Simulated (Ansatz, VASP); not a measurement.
# Two plane-wave programs on KI

File INCAR:

```
  PREC = Accurate
  ENCUT = 520
  EDIFF = 1E-6
  ISMEAR = 0
  SIGMA = 0.05
  LREAL = F
  LASPH = T
  NELM = 80
  ALGO = Normal
  ISIF = 2
  LWAVE = F
  LCHARG = F
  GGA = PE
  NBANDS = 15
```

The input KPOINTS:

```
Automatic mesh
0
Gamma
  6 6 6
```

The input POSCAR:

```
KI
1.0
    0.0000000000      3.6350372992      3.5873258652
    3.6350372992      0.0000000000      3.5873258652
    3.6350372992      3.6350372992      0.0000000000
K I
1 1
Direct
   -0.0533545062     -0.0533545062      0.0533545062
    0.5164381167      0.5164381167      0.4835618833
```

Input for Ansatz:

```yaml
crystal:
  lattice:
    - [0.0, 3.6350372992, 3.5873258652]
    - [3.6350372992, 0.0, 3.5873258652]
    - [3.6350372992, 3.6350372992, 0.0]
  atoms:
    - { symbol: K, position: [-0.0533545062, -0.0533545062, 0.0533545062] }
    - { symbol: I, position: [0.5164381167, 0.5164381167, 0.4835618833] }
basis:
  ecutwfc: 420
kpoints:
  mp_grid: { grid: [6, 6, 6] }
hamiltonian:
  xc: pbe
scf:
  occupations: { method: gaussian, width: 0.05 }
output:
  forces: true
  stress: true
  eigenvalues: true
```

Change from the starting cell: mode 6 frozen in at -0.383 Å, equal normal strain along x and y +0.0133.

Alike in both runs: task single point; functional PBE; k mesh 6 × 6 × 6; occupations gaussian, width 0.05 eV; no spin polarisation.

|  | VASP | Ansatz |
| --- | --- | --- |
| version | VASP 6.6.1 | Ansatz 0.2.0 |
| potentials or method | VASP PAW PBE potentials, release 64 (K_sv, I), cutoff 520 eV | scalar-relativistic, plane waves, PAW |
| valence electrons in the cell | 16 | 26 |

Ansatz gave:

- gap on the k mesh at the Fermi level (eV): 3.86
- least direct gap on the mesh (eV): 3.86
- pressure (GPa): 0.8
- traceless stress, the component that is largest in VASP (GPa): 2.39
- rms of the force components (eV/Å): 0.451

Task: Estimate VASP's values.

Result: gap on the k mesh at the Fermi level (eV): 3.86; least direct gap on the mesh (eV): 3.86; pressure (GPa): 0.8; traceless stress, the component that is largest in VASP (GPa): 2.41; rms of the force components (eV/Å): 0.456.

Atom by atom the forces differ by 0.005 eV/Å (rms over components). The functional is the same, so the differences come from potentials, cutoffs and numerics. VASP's potentials hold 16 valence electrons a cell and Ansatz's 26, so a difference there can come from the potentials and not from the codes.

Neither program's run includes spin-orbit coupling.
